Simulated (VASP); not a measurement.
LiH:

```
CELL_PARAMETERS angstrom
0.00000 2.03675 2.03675
2.03675 0.00000 2.03675
2.03675 2.03675 0.00000
ATOMIC_POSITIONS crystal
Li 0.00000 0.00000 0.00000
H 0.50000 0.50000 0.50000
```

* Program: VASP 6.6.1
* Task: relaxation of cell and atoms
* Functional: r2SCAN
* Dispersion: D4
* Potentials or basis: VASP PAW PBE potentials, release 64 (Li_sv, H)
* Cutoff: 600 eV
* k mesh: 7 × 7 × 7
* Occupations: gaussian, width 0.01 eV
* Spin: no spin polarisation

At the start: pressure -2.4 GPa; volume 8.45 Å³/atom.

Where does the relaxation end?

Over 4 steps the energy falls by 4.7 meV/atom and the volume is 7.82 Å³/atom (-7.4 %); space group Fm-3m (No. 225, to 0.05 Å).

Step by step:
```tsv
step	energy change (eV)	largest force (eV/Å)	pressure (GPa)	volume (Å³)
1	0.0000	0.0000	-2.37	16.90
2	-0.0039	0.0000	-1.72	16.59
3	-0.0092	0.0000	-0.41	15.86
4	-0.0094	0.0000	0.09	15.65
```

Final structure:
```xyz
2
Lattice="0.0000 1.9851 1.9851 1.9851 0.0000 1.9851 1.9851 1.9851 0.0000" Properties=species:S:1:pos:R:3 pbc="T T T"
Li    3.9702    1.9851    1.9851
H     1.9851    1.9851    1.9851
```

Caveat: the cutoff is under 1.25 times the usual one of these potentials, so pressure, stress and relaxed cells hold a basis-set (Pulay) error; the PAW data sets were made with another functional, which shifts forces and pressure a little.
